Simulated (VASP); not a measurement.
A run of VASP 6.6.1 is set up as follows.

The input INCAR:

```
SYSTEM = BAs
  ALGO = Normal
  EDIFF = 1E-7
  ENCUT = 520
  GGA = PE
  ISIF = 2
  ISMEAR = 0
  LASPH = .True.
  LCHARG = .False.
  LREAL = .False.
  LWAVE = .False.
  NBANDS = 11
  NELM = 80
  PREC = Accurate
  SIGMA = 0.02
```

KPOINTS

```
k-points
0
Gamma
  10 10 10
  0 0 0
```

Contents of POSCAR:

```
BAs
1.0
    0.0000000000      2.3300364431      2.3300364431
    2.3300364431      0.0000000000      2.3300364431
    2.3300364431      2.3300364431      0.0000000000
B As
1 1
Direct
    0.2500000000      0.2500000000      0.2500000000
    0.5000000000      0.5000000000      0.5000000000
```

Potentials or basis: VASP PAW PBE potentials, release 64 (B, As).

Launch:

```console
$ cat potpaw_PBE.64/B/POTCAR potpaw_PBE.64/As/POTCAR > POTCAR
$ mpirun -np 1 vasp_std > vasp.out
```

Task: Estimate the pressure.

Result: 16.0 GPa.

Task: Estimate the band gap on the k mesh.

Result: 1.10 eV (least direct gap 3.37 eV).

Caveat: the cell stands under pressure. A k mesh can miss the band edges.
